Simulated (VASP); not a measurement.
# FeO (R-3m) in VASP: settings compared

The runs below take FeO through single point, with LDA+U, LDA.

Program: VASP 6.6.1. These are calculated values, not measurements. Logs are shortened: lines on timing, memory, paths and dates and some standing lists are left out, and cuts for length are marked.

### 1 The cell of the first run

It takes space group R-3m (No. 166, trigonal). The conventional cell has a = 3.035 Å, b = 3.035 Å, c = 7.547 Å, α = 90.00°, β = 90.00°, γ = 120.00°. Within 2.9 Å of Fe (site symmetry -3m) lie 6 O at 2.16 Å. Within 2.9 Å of O (site symmetry -3m) lie 6 Fe at 2.16 Å.

### 2 Single point, LDA+U, collinear spin, ferromagnetic start

Contents of INCAR:

```
SYSTEM = FeO
  PREC = Accurate
  ENCUT = 600
  EDIFF = 1E-6
  ISMEAR = -1
  SIGMA = 0.05
  LREAL = .FALSE.
  LASPH = .TRUE.
  NELM = 200
  ALGO = Normal
  ISIF = 2
  LWAVE = .FALSE.
  LCHARG = .FALSE.
  ISPIN = 2
  MAGMOM = 3 0
  LORBIT = 11
  LMAXMIX = 4
  LDAU = .TRUE.
  LDAUTYPE = 2
  LDAUL = 2 -1
  LDAUU = 1 0
  LDAUJ = 0 0
  LDAUPRINT = 1
  GGA = CA
  NBANDS = 22
  GGA_COMPAT = .FALSE.
```

Contents of KPOINTS:

```
Automatic mesh
0
G
  11 11 11
  0 0 0
```

Contents of POSCAR:

```
FeO
1.0
    1.5176821100      0.8762341800      2.5157945800
   -1.5176821100      0.8762341800      2.5157945800
    0.0000000000     -1.7524683500      2.5157945800
Fe O
1 1
Direct
    0.0000000000      0.0000000000      0.0000000000
    0.5000000000      0.5000000000      0.5000000000
```

Potentials or basis: VASP PAW LDA potentials, release 64 (Fe_sv, O).

Launch:

```sh
cat potpaw_LDA.64/Fe_sv/POTCAR potpaw_LDA.64/O/POTCAR > POTCAR
mpirun -np 1 vasp_std > vasp.out
```

OUTCAR:

```text
SYSTEM = FeO
   PREC = Accurate
   ENCUT = 600
   EDIFF = 1E-6
   ISMEAR = -1
   LREAL = .FALSE.
   LASPH = .TRUE.
   NELM = 200
   ISIF = 2
   ISPIN = 2
   LORBIT = 11
   GGA = CA

 ion  position               nearest neighbor table
   1  0.000  0.000  0.000-   2 2.16   2 2.16   2 2.16   2 2.16   2 2.16   2 2.16
   2  0.500  0.500  0.500-   1 2.16   1 2.16   1 2.16   1 2.16   1 2.16   1 2.16

  LATTYP: Found a trigonal (rhomboedric) cell.
 ALAT       =     3.0660019070
 COS(alpha) =     0.5099427872

  Lattice vectors:

 A1 = (   1.5176821100,   0.8762341800,   2.5157945800)
 A2 = (  -1.5176821100,   0.8762341800,   2.5157945800)
 A3 = (   0.0000000000,  -1.7524683500,   2.5157945800)

Analysis of symmetry for initial positions (statically):
=====================================================================
 Subroutine PRICEL returns:
 Original cell was already a primitive cell.

 Routine SETGRP: Setting up the symmetry group for a
 trigonal (rhombohedral) supercell.

 Subroutine GETGRP returns: Found 12 space group operations
 (whereof 12 operations were pure point group operations)
 out of a pool of 12 trial point group operations.

The static configuration has the point symmetry D_3d.

Analysis of symmetry for dynamics (positions and initial velocities):
=====================================================================
 Subroutine PRICEL returns:
 Original cell was already a primitive cell.

 Routine SETGRP: Setting up the symmetry group for a
 trigonal (rhombohedral) supercell.

 Subroutine GETGRP returns: Found 12 space group operations
 (whereof 12 operations were pure point group operations)
 out of a pool of 12 trial point group operations.

The dynamic configuration has the point symmetry D_3d.

Analysis of structural, dynamic, and magnetic symmetry:
=====================================================================
 Subroutine PRICEL returns:
 Original cell was already a primitive cell.

 Routine SETGRP: Setting up the symmetry group for a
 trigonal (rhombohedral) supercell.

 Subroutine GETGRP returns: Found 12 space group operations
 (whereof 12 operations were pure point group operations)
 out of a pool of 12 trial point group operations.

The overall configuration has the point symmetry D_3d.

 Subroutine INISYM returns: Found 12 space group operations
 (whereof 12 operations are pure point group operations),
 and found     1 'primitive' translations

----------------------------------------------------------------------------------------

                                     Primitive cell

  volume of cell :      20.0737

  direct lattice vectors                    reciprocal lattice vectors
     1.517682110  0.876234180  2.515794580     0.329449755  0.190207905  0.132496244
    -1.517682110  0.876234180  2.515794580    -0.329449755  0.190207905  0.132496244
     0.000000000 -1.752468350  2.515794580     0.000000000 -0.380415809  0.132496245

  length of vectors
     3.066001907  3.066001907  3.066001906     0.402829298  0.402829298  0.402829297

  position of ions in fractional coordinates (direct lattice)
     0.000000000  0.000000000  0.000000000
     0.500000000  0.500000000  0.500000000

  ion indices of the primitive-cell ions
   primitive index   ion index
                 1           1
                 2           2

----------------------------------------------------------------------------------------

 KPOINTS: Automatic mesh

Automatic generation of k-mesh.
 Grid dimensions read from file:
 generate k-points for:   11   11   11

 Generating k-lattice:

  Cartesian coordinates                     Fractional coordinates (reciprocal lattice)
[... 56 lines left out ...]
   LSORBIT =      F    spin-orbit coupling
   LASPH  =      T    aspherical Exc in radial PAW
   ENCUT  =  600.0 eV  44.10 Ry    6.64 a.u.   6.12  6.12  6.12*2*pi/ulx,y,z
   NELM   =    200;   NELMIN=  2; NELMDL= -5     # of ELM steps
   EDIFF  = 0.1E-05   stopping-criterion for ELM
   LREAL  =      F    real-space projection
   EDIFFG = 0.1E-04   stopping-criterion for IOM
   NSW    =      0    number of steps for IOM
   IBRION =     -1    ionic relax: 0-MD 1-quasi-New 2-CG
   NFREE  =      0    steps in history (QN), initial steepest desc. (CG)
   ISIF   =      2    stress and relaxation
   ISYM   =      2    0-nonsym 1-usesym 2-fastsym
   POTIM  = 0.5000    time-step for ionic-motion
   TEBEG  =    0.0;   TEEND  =   0.0 temperature during run
   PSTRESS=    0.0 pullay stress
   NELECT =      22.0000    total number of electrons
   NUPDOWN=      -1.0000    fix difference up-down
   EMIN   =  10.00;   EMAX   =-10.00  energy-range for DOS
   EFERMI =   0.00;   METHOD = LEGACY
   ISMEAR =    -1;   SIGMA  =   0.05  broadening in eV -4-tet -1-fermi 0-gaus
   EFERMI_NEDOS =   21; number of points for ismear=-14 and -15
   IALGO  =     38    algorithm
   IMIX   =      4    mixing-type and parameters
     AMIX     =   0.40;   BMIX     =  1.00
     AMIX_MAG =   1.60;   BMIX_MAG =  1.00
  volume/ion in A,a.u.               =      10.04        67.73
  Fermi-wavevector in a.u.,A,eV,Ry     =   1.687874  3.189619 38.761872  2.848917
  Thomas-Fermi vector in A             =   2.770281
   LORBIT       =     11    0 simple, 1 ext, 2 COOP (PROOUT), +10 PAW based schemes
 LDA+U is selected, type is set to LDAUTYPE =  2
   angular momentum for each species LDAUL =     2   -1
   U (eV)           for each species LDAUU =   1.0  0.0
   J (eV)           for each species LDAUJ =   0.0  0.0
   GGA     = CA    functional components
   LHFCALC =     F    Hartree Fock is set to
   AEXX    =    0.0000 exact exchange contribution
   IVDW    =     0    specifies the selected vdW correction
   LEPSILON=     F    determine dielectric tensor
   LRPA    =     F    only Hartree local field effects (RPA)
 spin polarized calculation
  energy-cutoff  :      600.00
  volume of cell :       20.07
 maximum number of plane-waves:       680
   NGX = 13   NGY = 13   NGZ = 13

atom =   1  type =  1  l = 2

 onsite density matrix

spin component  1

  0.8976  0.0000 -0.0000 -0.0165  0.0000
  0.0000  0.9103  0.0000  0.0000 -0.0165
 -0.0000  0.0000  0.8866 -0.0000  0.0000
 -0.0165  0.0000 -0.0000  0.9103  0.0000
  0.0000 -0.0165  0.0000  0.0000  0.8976

spin component  2

  0.2218 -0.0000  0.0000  0.0803  0.0000
 -0.0000  0.1595  0.0000  0.0000  0.0803
  0.0000  0.0000  0.2737  0.0000  0.0000
  0.0803  0.0000  0.0000  0.1595 -0.0000
  0.0000  0.0803  0.0000 -0.0000  0.2218

 occupancies and eigenvectors

  o =  0.1045  v =  0.0000  0.0000  0.0000  0.0000  0.0000 -0.5651 -0.0000  0.0000  0.8250  0.0000      0.0000  0.0000  0.0000  0.0000  0.0000  0.0000  0.0000  0.0000  0.0000  0.0000
  o =  0.1045  v =  0.0000  0.0000  0.0000  0.0000  0.0000  0.0000 -0.8250  0.0000 -0.0000  0.5651      0.0000  0.0000  0.0000  0.0000  0.0000  0.0000  0.0000  0.0000  0.0000  0.0000
  o =  0.2737  v =  0.0000  0.0000  0.0000  0.0000  0.0000 -0.0000 -0.0000  1.0000 -0.0000 -0.0000      0.0000  0.0000  0.0000  0.0000  0.0000  0.0000  0.0000  0.0000  0.0000  0.0000
  o =  0.2768  v =  0.0000  0.0000  0.0000  0.0000  0.0000 -0.0000  0.5651  0.0000 -0.0000  0.8250      0.0000  0.0000  0.0000  0.0000  0.0000  0.0000  0.0000  0.0000  0.0000  0.0000
  o =  0.2768  v =  0.0000  0.0000  0.0000  0.0000  0.0000  0.8250  0.0000  0.0000  0.5651  0.0000      0.0000  0.0000  0.0000  0.0000  0.0000  0.0000  0.0000  0.0000  0.0000  0.0000
  o =  0.8862  v =  0.0000  0.5664 -0.0000  0.0000  0.8241  0.0000  0.0000  0.0000  0.0000  0.0000      0.0000  0.0000  0.0000  0.0000  0.0000  0.0000  0.0000  0.0000  0.0000  0.0000
  o =  0.8862  v = -0.8241  0.0000 -0.0000 -0.5664  0.0000  0.0000  0.0000  0.0000  0.0000  0.0000      0.0000  0.0000  0.0000  0.0000  0.0000  0.0000  0.0000  0.0000  0.0000  0.0000
  o =  0.8866  v =  0.0000 -0.0000 -1.0000  0.0000 -0.0000  0.0000  0.0000  0.0000  0.0000  0.0000      0.0000  0.0000  0.0000  0.0000  0.0000  0.0000  0.0000  0.0000  0.0000  0.0000
  o =  0.9216  v = -0.5664  0.0000  0.0000  0.8241 -0.0000  0.0000  0.0000  0.0000  0.0000  0.0000      0.0000  0.0000  0.0000  0.0000  0.0000  0.0000  0.0000  0.0000  0.0000  0.0000
  o =  0.9216  v =  0.0000  0.8241 -0.0000  0.0000 -0.5664  0.0000  0.0000  0.0000  0.0000  0.0000      0.0000  0.0000  0.0000  0.0000  0.0000  0.0000  0.0000  0.0000  0.0000  0.0000

 number of electron      22.0000010 magnetization       4.0006853

 Free energy of the ion-electron system (eV)
  ---------------------------------------------------
  ext. energy  EPLUGINS =         0.00000000
  ---------------------------------------------------
  free energy    TOTEN  =       -15.85210886 eV

  energy without entropy =      -15.84072519  energy(sigma->0) =      -15.84641703

 E-fermi :   9.4329     XC(G=0): -13.0199

 val. band max:        9.4299536973   @ k =  -0.4545   0.1818  -0.0000
 cond. band min:       9.4334675066   @ k =   0.2727   0.0909   0.0909
 fundamental gap:      0.0035138094
 Fermi energy:         9.4329304698

 spin component 1

 k-point     1 :       0.0000    0.0000    0.0000
  band No.  band energies     occupation
      1     -79.4431      1.00000
      2     -45.9909      1.00000
      3     -45.9763      1.00000
      4     -45.9763      1.00000
      5     -11.0859      1.00000
      6       5.2180      1.00000
[... 1193 lines left out ...]
     21      36.4938      0.00000
     22      38.1608      0.00000

 [... further k-points ...]
[... 5 lines left out ...]
  --------------------------------------------------------------------------------------
  -------------------------------------------------------------------------------------
  Total       -2.1891907     -2.1891907     -2.3220942      0.0000000     -0.0000000     -0.0000000
  in kB     -174.7297084   -174.7297092   -185.3373671      0.0000000     -0.0000002     -0.0000000
  external PRESSURE =    -178.2655949 kB  Pullay stress =       0.0000000 kB

 VOLUME and BASIS-vectors are now :
 -----------------------------------------------------------------------------
  energy-cutoff  :      600.00
  volume of cell :       20.07
      direct lattice vectors                 reciprocal lattice vectors
     1.517682110  0.876234180  2.515794580     0.329449755  0.190207905  0.132496244
    -1.517682110  0.876234180  2.515794580    -0.329449755  0.190207905  0.132496244
     0.000000000 -1.752468350  2.515794580     0.000000000 -0.380415809  0.132496245

 POSITION                                       TOTAL-FORCE (eV/Angst)
 -----------------------------------------------------------------------------------
      0.00000      0.00000      0.00000         0.000000     -0.000000      0.000000
      0.00000      0.00000      3.77369        -0.000000      0.000000     -0.000000
 -----------------------------------------------------------------------------------
    total drift:                               -0.000000     -0.000000     -0.000000

  FREE ENERGIE OF THE ION-ELECTRON SYSTEM (eV)
  ---------------------------------------------------
  free  energy   TOTEN  =       -15.8521088645 eV

  energy  without entropy=      -15.8407251935  energy(sigma->0) =      -15.84641703

 total charge

# of ion       s       p       d       tot
------------------------------------------
    1        2.105   5.995   5.514  13.614
    2        1.539   3.418   0.000   4.957
--------------------------------------------------
tot          3.644   9.413   5.514  18.571

 magnetization (x)

# of ion       s       p       d       tot
------------------------------------------
    1        0.014   0.010   3.457   3.480
    2        0.029   0.263   0.000   0.292
--------------------------------------------------
tot          0.043   0.272   3.457   3.772
```

It took 74 s on 1 thread of Intel Xeon Platinum 8488C (Sapphire Rapids), shared host; peak memory 0.22 GiB.

Results:

| Quantity | Value |
| --- | --- |
| Free energy | -15.8521 eV |
| Pressure | -17.8 GPa |
| Band gap on the k mesh | zero (filled and empty bands overlap) |
| Net moment | 4.00 μB per cell |
| Site moments | Fe +3.48; O +0.29 μB |
| Valence electrons inside the program's atomic spheres | Fe 13.61; O 4.96 |

Stress tensor (GPa, compression positive):
```
-17.47   0.00   0.00
  0.00 -17.47   0.00
  0.00   0.00 -18.53
```

Eigenvalues of the final occupation matrices:
| site | spin | trace | eigenvalues |
| --- | --- | --- | --- |
| site 1 d | 1 | 4.50 | 0.89 0.89 0.89 0.92 0.92 |
| site 1 d | 2 | 1.04 | 0.10 0.10 0.27 0.28 0.28 |

Caveat: the cell stands under tension; a cell with one magnetic atom can't hold antiferromagnetic order, which such compounds often take. The state reached can hang on the start; a lower one may exist.

### 3 Single point, LDA, collinear spin, ferromagnetic start

POSCAR is that of step 2.

Contents of INCAR.step1:

```
ALGO = Normal ; EDIFF = 1E-6
ENCUT = 520 ; GGA = CA
GGA_COMPAT = F ; ISIF = 2
ISMEAR = -1 ; ISPIN = 2
LASPH = T ; LCHARG = T
LMAXMIX = 4 ; LORBIT = 11
LREAL = F ; LWAVE = F
MAGMOM = 3 0 ; NBANDS = 22
NEDOS = 2001 ; NELM = 200
PREC = Accurate ; SIGMA = 0.05
```

Contents of KPOINTS.step1:

```
k-points
0
Gamma
  11 11 11
```

Contents of INCAR.step2:

```
ALGO = Normal ; EDIFF = 1E-6
ENCUT = 520 ; GGA = CA
GGA_COMPAT = F ; ICHARG = 11
ISIF = 2 ; ISMEAR = -5
ISPIN = 2 ; LASPH = T
LCHARG = F ; LMAXMIX = 4
LORBIT = 11 ; LREAL = F
LWAVE = F ; MAGMOM = 3 0
NBANDS = 22 ; NEDOS = 2001
NELM = 200 ; PREC = Accurate
SIGMA = 0.05
```

Contents of KPOINTS.step2:

```
k-points
0
Gamma
  17 17 17
```

Potentials or basis: VASP PAW LDA potentials, release 64 (Fe_sv, O).

Launch:

```sh
cat potpaw_LDA.64/Fe_sv/POTCAR potpaw_LDA.64/O/POTCAR > POTCAR
cp INCAR.step1 INCAR
cp KPOINTS.step1 KPOINTS
mpirun -np 1 vasp_std > vasp.out
cp INCAR.step2 INCAR
cp KPOINTS.step2 KPOINTS
mpirun -np 1 vasp_std > vasp.out
```

It took 3.1 min on 1 thread of Intel Xeon Platinum 8488C (Sapphire Rapids), shared host; peak memory 0.4 GiB.

Results (log left out):

* Net moment: 3.99 μB per cell
* Site moments: Fe +3.43; O +0.31 μB
* Valence electrons inside the program's atomic spheres: Fe 13.61; O 4.95

Levels at points of the mesh, in eV from the Fermi level:
Spin up:
```tsv
k point	band 11	band 12	band 13	band 14	band 15	band 16
(0.00, 0.00, 0.00)	-3.59	-3.34	-3.34	0.17	15.19	16.67
```
Spin down:
| k point | band 7 | band 8 | band 9 | band 10 | band 11 | band 12 |
| --- | --- | --- | --- | --- | --- | --- |
| (0.00, 0.00, 0.00) | -3.15 | -3.15 | -0.79 | -0.71 | -0.71 | 0.00 |

Caveat: a cell with one magnetic atom can't hold antiferromagnetic order, which such compounds often take; semilocal functionals often make such compounds metallic where correlation or magnetic order opens a gap, which also shifts bond lengths; tetrahedron occupations give inexact forces and stress in metals.

### 4 Single point, LDA+U, collinear spin, ferromagnetic start

POSCAR is that of step 3.

Contents of INCAR.step1:

```
ALGO = Normal ; EDIFF = 1E-6
ENCUT = 520 ; GGA = CA
ISIF = 2 ; ISMEAR = -1
ISPIN = 2 ; LASPH = T
LCHARG = T ; LDAU = T
LDAUJ = 0 0 ; LDAUL = 2 -1
LDAUPRINT = 1 ; LDAUTYPE = 2
LDAUU = 4 0 ; LMAXMIX = 4
LREAL = F ; LWAVE = F
MAGMOM = 3 0 ; NBANDS = 18
NELM = 150 ; PREC = Accurate
SIGMA = 0.05
```

KPOINTS.step1 is that of step 3.

Contents of INCAR.step2:

```
ALGO = Normal ; EDIFF = 1E-6
ENCUT = 520 ; GGA = CA
ICHARG = 11 ; ISIF = 2
ISMEAR = -5 ; ISPIN = 2
LASPH = T ; LCHARG = F
LDAU = T ; LDAUJ = 0 0
LDAUL = 2 -1 ; LDAUPRINT = 1
LDAUTYPE = 2 ; LDAUU = 4 0
LMAXMIX = 4 ; LORBIT = 11
LREAL = F ; LWAVE = F
MAGMOM = 3 0 ; NBANDS = 18
NEDOS = 2001 ; NELM = 150
PREC = Accurate ; SIGMA = 0.05
```

KPOINTS.step2 is that of step 3.

Potentials or basis: VASP PAW LDA potentials, release 64 (Fe, O).

Launch:

```sh
cat potpaw_LDA.64/Fe/POTCAR potpaw_LDA.64/O/POTCAR > POTCAR
cp INCAR.step1 INCAR
cp KPOINTS.step1 KPOINTS
mpirun -np 1 vasp_std > vasp.out
cp INCAR.step2 INCAR
cp KPOINTS.step2 KPOINTS
mpirun -np 1 vasp_std > vasp.out
```

Run time: 3.5 min. Hardware: 1 thread of Intel Xeon 6975P-C (Granite Rapids), shared host; peak memory 0.36 GiB.

It converged, with:

```yaml
Net_moment: 4.00 μB per cell
Site_moments: Fe +3.78; O +0.22 μB
Valence_electrons_inside_the_program's_atomic_spheres: Fe 6.77; O 4.97
```

Levels at points of the mesh, in eV from the Fermi level:
Spin up:
```csv
k point,band 7,band 8,band 9,band 10,band 11,band 12
"(0.00, 0.00, 0.00)",-4.05,-3.95,-3.95,-0.21,14.87,14.93
```
Spin down:
```tsv
k point	band 1	band 2	band 3	band 4	band 5	band 6	band 7	band 8	band 9	band 10
(0.00, 0.00, 0.00)	-20.21	-3.60	-3.50	-3.50	-0.80	-0.70	-0.70	0.50	0.77	0.77
```

Eigenvalues of the final occupation matrices:
| site | spin | trace | eigenvalues |
| --- | --- | --- | --- |
| site 1 d | 1 | 4.93 | 0.97 0.97 0.97 1.02 1.02 |
| site 1 d | 2 | 1.19 | 0.12 0.12 0.32 0.32 0.32 |

Caveat: a cell with one magnetic atom can't hold antiferromagnetic order, which such compounds often take; tetrahedron occupations give inexact forces and stress in metals. The state reached can hang on the start; a lower one may exist.

### 5 Overview

```tsv
level	potentials or basis	U	cutoff (eV)	k mesh for the DOS	occupations for the DOS	moment (μB)
LDA+U	VASP PAW LDA potentials, release 64 (Fe_sv, O)	Fe d U = 1.0 eV	600	-	-	4.00
LDA	VASP PAW LDA potentials, release 64 (Fe_sv, O)	-	520	17 × 17 × 17	tetrahedron	3.99
LDA+U	VASP PAW LDA potentials, release 64 (Fe, O)	Fe d U = 4.0 eV	520	17 × 17 × 17	tetrahedron	4.00
```

Alike in all rows: task single point; spin collinear, ferromagnetic start; cell as given; k mesh 11 × 11 × 11; smearing fermi-dirac 0.05 eV.

Caveats: a cell with one magnetic atom can't hold antiferromagnetic order, which such compounds often take; tetrahedron occupations give inexact forces and stress in metals (at least some runs); the cell stands under tension (at least some runs); semilocal functionals often make such compounds metallic where correlation or magnetic order opens a gap, which also shifts bond lengths (at least some runs).

Absolute energies hang on the potentials; compare differences alone.
